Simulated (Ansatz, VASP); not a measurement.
## One calculation of TePb, two programs

The input INCAR:

```
  PREC = Accurate
  ENCUT = 520
  EDIFF = 1E-6
  ISMEAR = 0
  SIGMA = 0.01
  LREAL = False
  LASPH = True
  NELM = 150
  ALGO = Normal
  ISIF = 2
  LWAVE = False
  LCHARG = True
  MAGMOM = 0 0 0 0 0 0
  LORBIT = 11
  LSORBIT = True
  GGA_COMPAT = False
  LORBMOM = True
  GGA = CA
  LVHAR = True
  NBANDS = 32
```

KPOINTS

```
Automatic mesh
0
Gamma
  8 8 8
```

File POSCAR:

```
TePb
1.0
    0.0000000000      3.2190000000      3.2190000000
    3.2190000000      0.0000000000      3.2190000000
    3.2190000000      3.2190000000      0.0000000000
Pb Te
1 1
Direct
    0.0000000000      0.0000000000      0.0000000000
    0.5000000000      0.5000000000      0.5000000000
```

Input for Ansatz:

```yaml
crystal:
  lattice:
    - [0.0, 3.219, 3.219]
    - [3.219, 0.0, 3.219]
    - [3.219, 3.219, 0.0]
  atoms:
    - { symbol: Pb, position: [0.0, 0.0, 0.0] }
    - { symbol: Te, position: [0.5, 0.5, 0.5] }
scf:
  occupations: { method: gaussian, width: 0.01 }
output:
  eigenvalues: true
  eigenstates:
    kpoints:
      - [0.5, 0.5, 0.5]
      - [0, 0, 0]
      - [0.15, 0.15, 0.3]
      - [0.165, 0.165, 0.33]
      - [0.18, 0.18, 0.36]
      - [0.19, 0.19, 0.38]
      - [0.2, 0.2, 0.4]
      - [0.21, 0.21, 0.42]
      - [0.225, 0.225, 0.45]
      - [0.5, 0.5, 0]
    e_range: [-4, 5]
hamiltonian:
  xc: lda
kpoints:
  mp_grid: { grid: [8, 8, 8] }
magnetization:
  noncollinear: true
  spin_orbit: true
```

Alike in both runs: task single point; functional LDA; k mesh 8 × 8 × 8; occupations gaussian, width 0.01 eV; non-collinear spin, spin-orbit coupling.

```csv
,VASP,Ansatz
version,VASP 6.6.1,Ansatz 0.2.0
potentials or method,"VASP PAW LDA potentials, release 64 (Pb_d, Te)","plane waves, PAW"
plane-wave cutoff (eV),520,420
valence electrons in the cell,20,30
```

|  | VASP | Ansatz | Ansatz less VASP |
| --- | --- | --- | --- |
| net moment per atom (μB) | 0.00 | 0.00 | 0.000 |

LDA's correlation is that of Perdew and Zunger in VASP and of Perdew and Wang (1992) in Ansatz. VASP's potentials hold 20 valence electrons a cell and Ansatz's 30, so a difference there can come from the potentials and not from the codes.
